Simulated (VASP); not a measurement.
As: single point with LDA

As:

```
CELL_PARAMETERS angstrom
0.00000 2.01366 2.01366
2.01366 0.00000 2.01366
2.01366 2.01366 0.00000
ATOMIC_POSITIONS crystal
As 0.00000 0.00000 0.00000
```

This cell differs from its parent crystal: volume scaled by 0.9.

```
Program                : VASP 6.6.1
Task                   : single point
Functional             : LDA
Potentials or basis    : VASP PAW LDA potentials, release 64 (As)
Cutoff                 : 520 eV
k mesh                 : 17 × 17 × 17
Occupations            : fermi-dirac, width 0.1 eV
Spin                   : no spin polarisation
Dipole correction      : no
Further INCAR settings : ALGO = Normal; EDIFF = 1e-06; NBANDS = 8
```

| Quantity | Value |
| --- | --- |
| Pressure | 13.0 GPa |

Levels at points of the mesh, in eV from the Fermi level:
| k point | band 1 | band 2 | band 3 | band 4 | band 5 | band 6 | band 7 |
| --- | --- | --- | --- | --- | --- | --- | --- |
| (0.00, 0.00, 0.00) | -16.68 | 6.94 | 6.94 | 6.94 | 13.01 | 13.01 | 13.01 |

Wall time 5.8 s on 1 thread of Intel(R) Xeon(R) 6975P-C (Granite Rapids) (shared host), peak memory 0.13 GiB.
